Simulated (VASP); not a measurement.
Here is a VASP 6.6.1 calculation.

Contents of INCAR:

```
SYSTEM = Te
ALGO = Normal ; EDIFF = 1E-6
ENCUT = 500 ; GGA = PE
GGA_COMPAT = .False. ; ISIF = 2
ISMEAR = 0 ; LASPH = .True.
LCHARG = .True. ; LELF = .True.
LREAL = .False. ; LVHAR = .True.
LWAVE = .False. ; NBANDS = 16
NELM = 120 ; PREC = Accurate
SIGMA = 0.1
```

KPOINTS

```
k-points
0
Gamma
  6 6 4
  0 0 0
```

Contents of POSCAR:

```
Te
1.0
    4.4540000000      0.0000000000      0.0000000000
   -2.2270000000      3.8572771485      0.0000000000
    0.0000000000      0.0000000000      5.9240000000
Te
3
Direct
    0.2690000000      0.0000000000      0.3333333333
    0.0000000000      0.2690000000      0.6666666667
    0.7310000000      0.7310000000      0.0000000000
```

Potentials or basis: VASP PAW PBE potentials, release 64 (Te).

Launch:

```console
$ cat potpaw_PBE.64/Te/POTCAR > POTCAR
$ mpirun -np 1 vasp_std > vasp.out
```

Task: Estimate the pressure.

Result: 1.5 GPa.

Task: Estimate the largest force.

Result: 0.151 eV/Å.

Task: Estimate the band gap on the k mesh.

Result: 0.17 eV.

Stress tensor (GPa, compression positive):
```
1.33 0.00 0.00
0.00 1.33 0.00
0.00 0.00 1.75
```

Caveat: semilocal functionals underestimate gaps, and a narrow one can read as zero; spin-orbit coupling is left out, which moves the levels of the heavy elements. A k mesh can miss the band edges.
